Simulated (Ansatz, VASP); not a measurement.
Two plane-wave programs on Na2Hg3Br2

```
CELL_PARAMETERS angstrom
-4.56136 4.56136 4.56136
4.56136 -4.56136 4.56136
4.56136 4.56136 -4.56136
ATOMIC_POSITIONS crystal
Na 0.61763 0.61763 0.61763
Na 0.50000 0.00000 0.88237
Na 0.88237 0.50000 0.00000
Na 0.00000 0.88237 0.50000
Br 0.94517 0.94517 0.94517
Br 0.50000 0.00000 0.55483
Br 0.55483 0.50000 0.00000
Br 0.00000 0.55483 0.50000
Hg 0.25000 0.47364 0.22364
Hg 0.75000 0.02636 0.27636
Hg 0.22364 0.25000 0.47364
Hg 0.27636 0.75000 0.02636
Hg 0.47364 0.22364 0.25000
Hg 0.02636 0.27636 0.75000
```

Alike in both runs: functional PBE; k mesh 5 × 5 × 5; no spin polarisation.

Ansatz relaxed the structure, and its values are those at the end. VASP's run is a single point on that final structure, the one shown.

|  | VASP | Ansatz |
| --- | --- | --- |
| version | VASP 6.6.1 | Ansatz 0.2.0 |
| potentials or method | VASP PAW PBE potentials, release 64 (Na_pv, Br, Hg), cutoff 520 eV | PAW plane waves |
| occupations | fermi-dirac, width 0.1 eV | fermi-dirac |
| valence electrons in the cell | 128 | 184 |

|  | VASP | Ansatz | Ansatz less VASP |
| --- | --- | --- | --- |
| pressure (GPa) | 4.8 | 4.7 | -0.09 |
| rms of the force components (eV/Å) | 0.008 | 0.002 | -0.0058 |

VASP's potentials hold 128 valence electrons a cell and Ansatz's 184, so a difference there can come from the potentials and not from the codes. Ansatz's warnings: stress scf threshold loose.

Spin-orbit coupling is off throughout.
